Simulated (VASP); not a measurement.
Crystal: VH.

```xyz
2
Lattice="0.0000 1.9638 1.9638 1.9638 0.0000 1.9638 1.9638 1.9638 0.0000" Properties=species:S:1:pos:R:3 pbc="T T T"
V     0.0000    0.0000    0.0000
H     1.9638    1.9638    1.9638
```

Program: VASP 6.6.1. Alike in all runs: task single point; level LDA; potentials or basis VASP PAW LDA potentials, release 64 (V_sv, H); cell as given; k mesh 14 × 14 × 14; cutoff (eV) 500; smearing gaussian 0.1 eV.

Problem. Order these runs on this cell by their pressure, lowest first.
A. spin collinear, ferromagnetic start; fixed moment (μB) 0.7
B. spin collinear, ferromagnetic start; fixed moment (μB) 1.8
C. spin collinear, ferromagnetic start; fixed moment (μB) 1.1
D. spin collinear, ferromagnetic start; fixed moment (μB) 1.4
E. spin collinear, zero start; fixed moment (μB) 0.0

Solution. E (-9.3 GPa), A (-7.7 GPa), C (-5.0 GPa), D (-2.5 GPa), B (1.9 GPa).

Caveats: the total moment is fixed, so each spin has its own Fermi level and the state may be an excited one (at least some runs); the cell stands under tension (at least some runs); the total moment is fixed, so each spin has its own Fermi level (at least some runs).
